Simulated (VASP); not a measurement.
Here is a VASP 6.6.1 calculation.

The input POSCAR:

```
PtS2
1.0
    3.6236944115      0.0000000000      0.0000000000
   -1.8118472058      3.1382114159      0.0000000000
    0.0000000000      0.0000000000      4.9132539874
Pt S
1 2
Direct
    0.0000000000      0.0000000000      0.0000000000
    0.3333333333      0.6666666667      0.2416455038
    0.6666666667      0.3333333333      0.7583544962
```

The input INCAR.step1:

```
ALGO = Normal ; EDIFF = 1E-4
ENCUT = 520 ; GGA = PE
ISMEAR = 0 ; LASPH = True
LCHARG = False ; LREAL = False
LWAVE = True ; NBANDS = 18
NELM = 100 ; PREC = Accurate
SIGMA = 0.01
```

File INCAR.step2:

```
ALGO = Normal ; EDIFF = 1E-6
ENCUT = 520 ; ISIF = 2
ISMEAR = 0 ; ISTART = 1
LASPH = True ; LCHARG = False
LMIXTAU = True ; LREAL = False
LWAVE = False ; METAGGA = R2SCAN
NBANDS = 18 ; NELM = 100
PREC = Accurate ; SIGMA = 0.01
```

Contents of KPOINTS:

```
k-points
0
Gamma
  12 12 6
```

Potentials or basis: VASP PAW PBE potentials, release 64 (Pt, S).

Run with:

```sh
$ cat potpaw_PBE.64/Pt/POTCAR potpaw_PBE.64/S/POTCAR > POTCAR
$ cp INCAR.step1 INCAR
$ mpirun -np 1 vasp_std > vasp.out
$ cp INCAR.step2 INCAR
$ mpirun -np 1 vasp_std > vasp.out
```

(1) Estimate the band gap on the k mesh.

(2) Estimate the pressure.

## Answers

(1) 0.63 eV (least direct gap 1.12 eV).

(2) -1.7 GPa.

Caveat: the cell differs from its parent crystal (epitaxial xy strain +2.0%); the PAW data sets were made with another functional, which shifts forces and pressure a little; spin-orbit coupling is left out, which moves the levels of the heavy elements.
